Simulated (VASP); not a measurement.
Write the native input for VASP 6.6.1 that does the following.

```
Task                   : single point
Functional             : LDA
Potentials or basis    : VASP PAW LDA potentials, release 64 (Co_sv)
Cutoff                 : 600 eV
k mesh                 : 12 × 12 × 7
Occupations            : fermi-dirac, width 0.05 eV
Spin                   : collinear spin, ferromagnetic start
Starting moments       : [1.558, 1.558] μB
Dipole correction      : no
Further INCAR settings : ALGO = Normal; EDIFF = 1e-06; NBANDS = 28
```

The structure of Co lies in POSCAR:

```
Co
1.0
    2.4273810165      0.0000000000      0.0000000000
   -1.2136905082      2.1021736250      0.0000000000
    0.0000000000      0.0000000000      3.9230481332
Co
2
Direct
    0.3333333333      0.6666666667      0.2500000000
    0.6666666667      0.3333333333      0.7500000000
```

The input as run:

INCAR

```
SYSTEM = Co
ALGO     = Normal         ! electronic algorithm
EDIFF    = 1E-6           ! SCF threshold, eV
ENCUT    = 600            ! plane-wave cutoff, eV
GGA      = CA             ! functional
GGA_COMPAT= .False.      
ISIF     = 2              ! what is computed and relaxed
ISMEAR   = -1             ! smearing method
ISPIN    = 2              ! spin polarisation
LASPH    = .True.         ! aspherical terms in the spheres
LCHARG   = .False.        ! write CHGCAR
LMAXMIX  = 4              ! l up to which the mixer works
LORBIT   = 11             ! projections on sites
LREAL    = .False.        ! projectors in reciprocal space
LWAVE    = .False.        ! write WAVECAR
MAGMOM   = 1.558 1.558    ! initial moments
NBANDS   = 28             ! bands
NELM     = 200            ! most SCF steps
PREC     = Accurate       ! precision mode
SIGMA    = 0.05           ! smearing width, eV
```

KPOINTS

```
k-points
0
Gamma
  12 12 7
  0 0 0
```

Potentials or basis: VASP PAW LDA potentials, release 64 (Co_sv).

Command:

```sh
$ cat potpaw_LDA.64/Co_sv/POTCAR > POTCAR
$ mpirun -np 1 vasp_std > vasp.out
```

It gave:

- Pressure: -4.1 GPa
- Net moment: 2.96 μB per cell
- Site moments: Co +1.51 μB
- Valence electrons inside the program's atomic spheres: Co 15.13

Caveat: the cell stands under tension.

Run time: 87 s on 1 thread of Intel(R) Xeon(R) Platinum 8259CL CPU @ 2.50GHz (Skylake/Cascade Lake) (shared host), peak memory 0.19 GiB.
